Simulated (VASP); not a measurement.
Input of a VASP 6.6.1 run:

INCAR

```
PREC     = Accurate       # precision mode
ENCUT    = 520            # plane-wave cutoff, eV
EDIFF    = 1E-6           # SCF threshold, eV
ISMEAR   = 0              # smearing method
SIGMA    = 0.05           # smearing width, eV
LREAL    = False          # projectors in reciprocal space
LASPH    = True           # aspherical terms in the spheres
NELM     = 60             # most SCF steps
ALGO     = Normal         # electronic algorithm
ISIF     = 2              # what is computed and relaxed
LWAVE    = False          # write WAVECAR
LCHARG   = False          # write CHGCAR
GGA      = PS             # functional
NBANDS   = 14             # bands
```

File KPOINTS:

```
regular mesh
0
Gamma
  14 14 14
```

Contents of POSCAR:

```
ZrH2
1.0
    0.0000000000      2.4092250000      2.4092250000
    2.4092250000      0.0000000000      2.4092250000
    2.4092250000      2.4092250000      0.0000000000
Zr H
1 2
Direct
    0.0000000000      0.0000000000      0.0000000000
    0.7500000000      0.7500000000      0.7500000000
    0.2500000000      0.2500000000      0.2500000000
```

Potentials or basis: VASP PAW PBE potentials, release 64 (Zr_sv, H).

Run with:

```sh
$ cat potpaw_PBE.64/Zr_sv/POTCAR potpaw_PBE.64/H/POTCAR > POTCAR
$ mpirun -np 1 vasp_std > vasp.out
```

Estimate the band gap on the k mesh.

zero (bands 7 and 8 overlap by 0.57 eV).

Predict the pressure.

-4.6 GPa.

Caveat: the cell stands under tension; the PAW data sets were made with another functional, which shifts forces and pressure a little.
